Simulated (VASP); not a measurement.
# Si2W (fluorite type) (Fm-3m) in VASP: a series of runs

Si2W (fluorite type) is run at these levels: PBE; tasks: single point, relaxation of cell and atoms.

Everything below comes from runs of VASP 6.6.1. Logs are shortened: lines on timing, memory, paths and dates and some standing lists are left out, and cuts for length are marked.

## (1) The cell of the first run

Symmetry: Fm-3m, No. 225, cubic system. The conventional cell has a = 5.029 Å, b = 5.029 Å, c = 5.029 Å, α = 90.00°, β = 90.00°, γ = 90.00°. W (site symmetry m-3m) has 8 Si at 2.18 Å within 2.9 Å. Within 2.9 Å of Si (site symmetry -43m) lie 4 W at 2.18 Å and 6 Si at 2.51 Å.

## (2) Single point, PBE

The input, INCAR:

```
ALGO = Normal ; EDIFF = 1E-6
ENCUT = 520 ; GGA = PE
ISIF = 2 ; ISMEAR = -1
LASPH = True ; LCHARG = True
LELF = True ; LREAL = False
LVHAR = True ; LWAVE = False
NBANDS = 18 ; NELM = 60
PREC = Accurate ; SIGMA = 0.05
```

The input, KPOINTS:

```
k-points
0
Gamma
  10 10 10
```

The input, POSCAR:

```
Si2W
1.0
    0.0000000000      2.5143116874      2.5143116874
    2.5143116874      0.0000000000      2.5143116874
    2.5143116874      2.5143116874      0.0000000000
W Si
1 2
Direct
    0.0000000000      0.0000000000      0.0000000000
    0.2500000000      0.2500000000      0.2500000000
    0.7500000000      0.7500000000      0.7500000000
```

Potentials or basis: VASP PAW PBE potentials, release 64 (W_sv, Si).

Run with:

```bash
$ cat potpaw_PBE.64/W_sv/POTCAR potpaw_PBE.64/Si/POTCAR > POTCAR
$ mpirun -np 1 vasp_std > vasp.out
```

OUTCAR:

```text
EDIFF = 1E-6
   ENCUT = 520
   GGA = PE
   ISIF = 2
   ISMEAR = -1
   LASPH = True
   LREAL = False
   NELM = 60
   PREC = Accurate

 ion  position               nearest neighbor table
   1  0.000  0.000  0.000-   3 2.18   3 2.18   3 2.18   2 2.18   3 2.18   2 2.18   2 2.18   2 2.18

   2  0.250  0.250  0.250-   1 2.18   1 2.18   1 2.18   1 2.18   3 2.51   3 2.51   3 2.51   3 2.51
                             3 2.51   3 2.51
   3  0.750  0.750  0.750-   1 2.18   1 2.18   1 2.18   1 2.18   2 2.51   2 2.51   2 2.51   2 2.51
                             2 2.51   2 2.51

  LATTYP: Found a face centered cubic cell.
 ALAT       =     5.0286233748

  Lattice vectors:

 A1 = (   0.0000000000,   2.5143116874,   2.5143116874)
 A2 = (   2.5143116874,   0.0000000000,   2.5143116874)
 A3 = (   2.5143116874,   2.5143116874,   0.0000000000)

Analysis of symmetry for initial positions (statically):
=====================================================================
 Subroutine PRICEL returns:
 Original cell was already a primitive cell.

 Routine SETGRP: Setting up the symmetry group for a
 face centered cubic supercell.

 Subroutine GETGRP returns: Found 48 space group operations
[... 9 lines left out ...]

 Routine SETGRP: Setting up the symmetry group for a
 face centered cubic supercell.

 Subroutine GETGRP returns: Found 48 space group operations
[... 11 lines left out ...]
                                     Primitive cell

  volume of cell :      31.7898

  direct lattice vectors                    reciprocal lattice vectors
     0.000000000  2.514311687  2.514311687    -0.198861582  0.198861582  0.198861582
     2.514311687  0.000000000  2.514311687     0.198861582 -0.198861582  0.198861582
     2.514311687  2.514311687  0.000000000     0.198861582  0.198861582 -0.198861582

  length of vectors
     3.555773688  3.555773688  3.555773688     0.344438364  0.344438364  0.344438364

  position of ions in fractional coordinates (direct lattice)
     0.000000000  0.000000000  0.000000000
     0.250000000  0.250000000  0.250000000
     0.750000000  0.750000000  0.750000000

  ion indices of the primitive-cell ions
   primitive index   ion index
                 1           1
                 2           2
                 3           3

----------------------------------------------------------------------------------------

 KPOINTS: k-points

Automatic generation of k-mesh.
 Grid dimensions read from file:
 generate k-points for:   10   10   10

 Generating k-lattice:

  Cartesian coordinates                     Fractional coordinates (reciprocal lattice)
    -0.019886158  0.019886158  0.019886158     0.100000000  0.000000000  0.000000000
     0.019886158 -0.019886158  0.019886158     0.000000000  0.100000000  0.000000000
     0.019886158  0.019886158 -0.019886158     0.000000000  0.000000000  0.100000000

  Length of vectors
     0.034443836  0.034443836  0.034443836

  Shift w.r.t. Gamma in fractional coordinates (k-lattice)
     0.000000000  0.000000000  0.000000000

 Subroutine IBZKPT returns following result:
 ===========================================

 Found     47 irreducible k-points:

 Following reciprocal coordinates:
            Coordinates               Weight
  0.000000  0.000000  0.000000      1.000000
  0.100000  0.000000  0.000000      8.000000
  0.200000  0.000000  0.000000      8.000000
  0.300000  0.000000  0.000000      8.000000
  0.400000  0.000000  0.000000      8.000000
  0.500000  0.000000  0.000000      4.000000
[... 16 lines left out ...]
  0.300000  0.300000  0.000000      6.000000
  0.400000  0.300000  0.000000     24.000000
 [... further k-points ...]
   k-points           NKPTS =     47   k-points in BZ     NKDIM =     47   number of bands    NBANDS=     18
   number of dos      NEDOS =    301   number of ions     NIONS =      3
   total plane-waves  NPLWV =  21952
   dimension x,y,z NGX =    28 NGY =   28 NGZ =   28
   dimension x,y,z NGXF=    56 NGYF=   56 NGZF=   56
   ions per type =               1   2
   NGX,Y,Z   is equivalent  to a cutoff of  13.09, 13.09, 13.09 a.u.
   NGXF,Y,Z  is equivalent  to a cutoff of  26.18, 26.18, 26.18 a.u.
 SYSTEM =  unknown system
   PREC   = accura    normal or accurate (medium, high low for compatibility)
   ISTART =      0    job   : 0-new  1-cont  2-samecut
   ICHARG =      2    charge: 1-file 2-atom 10-const
   ISPIN  =      1    spin polarized calculation?
   LNONCOLLINEAR =      F non collinear calculations
   LSORBIT =      F    spin-orbit coupling
   LASPH  =      T    aspherical Exc in radial PAW
   ENCUT  =  520.0 eV  38.22 Ry    6.18 a.u.   6.61  6.61  6.61*2*pi/ulx,y,z
   NELM   =     60;   NELMIN=  2; NELMDL= -5     # of ELM steps
   EDIFF  = 0.1E-05   stopping-criterion for ELM
   LREAL  =      F    real-space projection
   EDIFFG = 0.1E-04   stopping-criterion for IOM
   NSW    =      0    number of steps for IOM
   IBRION =     -1    ionic relax: 0-MD 1-quasi-New 2-CG
   NFREE  =      0    steps in history (QN), initial steepest desc. (CG)
   ISIF   =      2    stress and relaxation
   ISYM   =      2    0-nonsym 1-usesym 2-fastsym
   POTIM  = 0.5000    time-step for ionic-motion
   TEBEG  =    0.0;   TEEND  =   0.0 temperature during run
   PSTRESS=    0.0 pullay stress
   NELECT =      22.0000    total number of electrons
   NUPDOWN=      -1.0000    fix difference up-down
   EMIN   =  10.00;   EMAX   =-10.00  energy-range for DOS
   EFERMI =   0.00;   METHOD = LEGACY
   ISMEAR =    -1;   SIGMA  =   0.05  broadening in eV -4-tet -1-fermi 0-gaus
   EFERMI_NEDOS =   21; number of points for ismear=-14 and -15
   IALGO  =     38    algorithm
   IMIX   =      4    mixing-type and parameters
     AMIX     =   0.40;   BMIX     =  1.00
     AMIX_MAG =   1.60;   BMIX_MAG =  1.00
  volume/ion in A,a.u.               =      10.60        71.51
  Fermi-wavevector in a.u.,A,eV,Ry     =   1.448060  2.736437 28.529761  2.096878
  Thomas-Fermi vector in A             =   2.565944
   LORBIT       =      0    0 simple, 1 ext, 2 COOP (PROOUT), +10 PAW based schemes
   GGA     = PE    functional components
[... 5 lines left out ...]
 non-spin polarized calculation
  energy-cutoff  :      520.00
  volume of cell :       31.79
 maximum number of plane-waves:       881
   NGX = 13   NGY = 13   NGZ = 13

 number of electron      21.9999998 magnetization

 Free energy of the ion-electron system (eV)
  ---------------------------------------------------
  ext. energy  EPLUGINS =         0.00000000
  ---------------------------------------------------
  free energy    TOTEN  =       -15.33136393 eV

  energy without entropy =      -15.32027333  energy(sigma->0) =      -15.32581863

 E-fermi :  15.4813     XC(G=0): -13.4711

 val. band max:       15.4706982462   @ k =  -0.4000   0.4000   0.2000
 cond. band min:      15.4957821196   @ k =   0.3000   0.0000   0.0000
 fundamental gap:      0.0250838734
 Fermi energy:        15.4812872614

 k-point     1 :       0.0000    0.0000    0.0000
  band No.  band energies     occupation
      1     -57.1220      2.00000
      2     -22.0368      2.00000
      3     -22.0368      2.00000
      4     -22.0368      2.00000
      5      -0.2276      2.00000
      6       8.2142      2.00000
[... 10 lines left out ...]
     17      23.2685      0.00000
     18      26.1521      0.00000

 k-point     2 :       0.1000    0.0000    0.0000
  band No.  band energies     occupation
      1     -57.1212      2.00000
      2     -22.0607      2.00000
      3     -22.0401      2.00000
      4     -22.0401      2.00000
      5       0.0017      2.00000
      6       7.9248      2.00000
[... 10 lines left out ...]
     17      22.6242      0.00000
     18      26.8251      0.00000

 k-point     3 :       0.2000    0.0000    0.0000
  band No.  band energies     occupation
      1     -57.1191      2.00000
      2     -22.1225      2.00000
      3     -22.0488      2.00000
      4     -22.0488      2.00000
      5       0.6532      2.00000
      6       7.2710      2.00000
[... 10 lines left out ...]
     17      21.5380      0.00000
     18      27.2617      0.00000

 k-point     4 :       0.3000    0.0000    0.0000
  band No.  band energies     occupation
      1     -57.1166      2.00000
      2     -22.1976      2.00000
      3     -22.0594      2.00000
      4     -22.0594      2.00000
      5       1.6056      2.00000
      6       6.5645      2.00000
[... 10 lines left out ...]
     17      23.1659      0.00000
     18      27.4943      0.00000

 k-point     5 :       0.4000    0.0000    0.0000
  band No.  band energies     occupation
      1     -57.1145      2.00000
      2     -22.2573      2.00000
      3     -22.0680      2.00000
      4     -22.0680      2.00000
      5       2.5984      2.00000
      6       5.9697      2.00000
[... 10 lines left out ...]
     17      25.0655      0.00000
     18      27.6069      0.00000

 k-point     6 :       0.5000    0.0000    0.0000
  band No.  band energies     occupation
      1     -57.1137      2.00000
      2     -22.2798      2.00000
      3     -22.0713      2.00000
      4     -22.0713      2.00000
      5       3.0903      2.00000
      6       5.6858      2.00000
[... 10 lines left out ...]
     17      26.1425      0.00000
     18      27.1160      0.00000

 k-point     7 :       0.1000    0.1000    0.0000
  band No.  band energies     occupation
      1     -57.1209      2.00000
      2     -22.0608      2.00000
      3     -22.0452      2.00000
      4     -22.0452      2.00000
      5       0.0794      2.00000
      6       7.8497      2.00000
[... 10 lines left out ...]
     17      22.0501      0.00000
     18      26.9689      0.00000

 k-point     8 :       0.2000    0.1000    0.0000
  band No.  band energies     occupation
      1     -57.1193      2.00000
      2     -22.1067      2.00000
      3     -22.0552      2.00000
      4     -22.0520      2.00000
      5       0.5953      2.00000
      6       7.3539      2.00000
[... 10 lines left out ...]
     17      21.8327      0.00000
     18      26.3404      0.00000
[... 229 lines left out ...]
     17      24.7417      0.00000
     18      26.5498      0.00000

 k-point    20 :      -0.4000    0.2000    0.0000
  band No.  band energies     occupation
      1     -57.1127      2.00000
      2     -22.2485      2.00000
      3     -22.1328      2.00000
      4     -22.0831      2.00000
      5       3.8587      2.00000
      6       5.7903      2.00000
[... 10 lines left out ...]
     17      24.8260      0.00000
     18      28.0239      0.00000

 k-point    21 :      -0.3000    0.2000    0.0000
  band No.  band energies     occupation
      1     -57.1138      2.00000
      2     -22.2227      2.00000
      3     -22.1292      2.00000
      4     -22.0714      2.00000
      5       3.0304      2.00000
      6       6.1684      2.00000
[... 10 lines left out ...]
     17      24.6610      0.00000
     18      25.7813      0.00000

 k-point    22 :      -0.2000    0.2000    0.0000
  band No.  band energies     occupation
      1     -57.1157      2.00000
      2     -22.1863      2.00000
      3     -22.1049      2.00000
      4     -22.0588      2.00000
      5       1.9869      2.00000
      6       6.5627      2.00000
[... 10 lines left out ...]
     17      24.4009      0.00000
     18      24.6782      0.00000

 k-point    23 :       0.3000    0.3000    0.0000
  band No.  band energies     occupation
      1     -57.1148      2.00000
      2     -22.1958      2.00000
      3     -22.0937      2.00000
      4     -22.0937      2.00000
      5       2.3435      2.00000
      6       6.3195      2.00000
[... 10 lines left out ...]
     17      22.5824      0.00000
     18      24.2843      0.00000

 k-point    24 :       0.4000    0.3000    0.0000
  band No.  band energies     occupation
      1     -57.1132      2.00000
      2     -22.2286      2.00000
      3     -22.1116      2.00000
      4     -22.1037      2.00000
      5       3.2576      2.00000
      6       6.0199      2.00000
[... 10 lines left out ...]
     17      24.5103      0.00000
     18      24.5593      0.00000

 [... further k-points ...]

------------------------ aborting loop because EDIFF is reached ----------------------------------------

  FORCE on cell =-STRESS in cart. coord.  units (eV):
  Direction    XX          YY          ZZ          XY          YZ          ZX
  --------------------------------------------------------------------------------------
  -------------------------------------------------------------------------------------
  Total       33.9051880     33.9051880     33.9051880      0.0000000     -0.0000000      0.0000000
  in kB     1708.7927824   1708.7927824   1708.7927824      0.0000000     -0.0000000      0.0000000
  external PRESSURE =    1708.7927824 kB  Pullay stress =       0.0000000 kB

 VOLUME and BASIS-vectors are now :
 -----------------------------------------------------------------------------
  energy-cutoff  :      520.00
  volume of cell :       31.79
      direct lattice vectors                 reciprocal lattice vectors
     0.000000000  2.514311687  2.514311687    -0.198861582  0.198861582  0.198861582
     2.514311687  0.000000000  2.514311687     0.198861582 -0.198861582  0.198861582
     2.514311687  2.514311687  0.000000000     0.198861582  0.198861582 -0.198861582

 POSITION                                       TOTAL-FORCE (eV/Angst)
 -----------------------------------------------------------------------------------
      0.00000      0.00000      0.00000        -0.000000     -0.000000      0.000000
      1.25716      1.25716      1.25716        -0.000000     -0.000000     -0.000000
      3.77147      3.77147      3.77147         0.000000      0.000000      0.000000
 -----------------------------------------------------------------------------------
    total drift:                               -0.000000     -0.000000      0.000000

  FREE ENERGIE OF THE ION-ELECTRON SYSTEM (eV)
  ---------------------------------------------------
  free  energy   TOTEN  =       -15.3313639271 eV

  energy  without entropy=      -15.3202733259  energy(sigma->0) =      -15.32581863
```

It took 70 s on 1 thread of AMD EPYC 7R13, shared host; peak memory 0.14 GiB.

What came out:

* Free energy: -15.3314 eV
* Pressure: 170.9 GPa
* Band gap on the k mesh: zero (band 11 reaches 18.61 eV, above the bottom of band 12 at 13.53 eV)

Caveat: spin-orbit coupling is left out, which moves the levels of the heavy elements.

## (3) Single point, PBE

This run uses another cell than the first one, of 10.57 Å³/atom, 0.998 times its volume.

The input, INCAR:

```
PREC = Accurate
ENCUT = 520
EDIFF = 1E-6
ISMEAR = -1
SIGMA = 0.05
LREAL = F
LASPH = T
NELM = 60
ALGO = Normal
ISIF = 2
LWAVE = F
LCHARG = F
GGA = PE
NBANDS = 18
```

The input, KPOINTS:

```
Automatic mesh
0
Gamma
  10 10 10
```

The input, POSCAR:

```
Si2W
1.0
    0.0000000000      2.5125877669      2.5125877669
    2.5125877669      0.0000000000      2.5125877669
    2.5125877669      2.5125877669      0.0000000000
W Si
1 2
Direct
    0.0000000000      0.0000000000      0.0000000000
    0.2500000000      0.2500000000      0.2500000000
    0.7500000000      0.7500000000      0.7500000000
```

Potentials or basis: VASP PAW PBE potentials, release 64 (W_sv, Si).

Run with:

```bash
$ cat potpaw_PBE.64/W_sv/POTCAR potpaw_PBE.64/Si/POTCAR > POTCAR
$ mpirun -np 1 vasp_std > vasp.out
```

Run time: 76 s. Hardware: 1 thread of AMD EPYC 7R13, shared host; peak memory 0.14 GiB.

Results (log left out):

| Property | Result |
| --- | --- |
| Free energy | -15.2613 eV |
| Pressure | 172.3 GPa |
| Band gap on the k mesh | zero (band 11 reaches 18.67 eV, above the bottom of band 12 at 13.56 eV) |

Levels at points of the mesh, in eV from the Fermi level:
| k point | band 8 | band 9 | band 10 | band 11 | band 12 | band 13 | band 14 | band 15 |
| --- | --- | --- | --- | --- | --- | --- | --- | --- |
| (0.00, 0.00, 0.00) | -7.28 | -2.90 | -2.90 | 0.61 | 3.48 | 3.48 | 3.48 | 7.81 |
| (0.50, 0.00, 0.00) | -6.58 | -2.19 | -1.27 | -1.27 | -0.17 | -0.17 | 1.23 | 10.51 |
| (0.50, 0.50, 0.00) | -3.82 | -3.82 | -2.04 | -1.95 | -1.95 | 0.12 | 6.00 | 8.58 |

Caveat: spin-orbit coupling is left out, which moves the levels of the heavy elements.

[end of part 1 of 2]
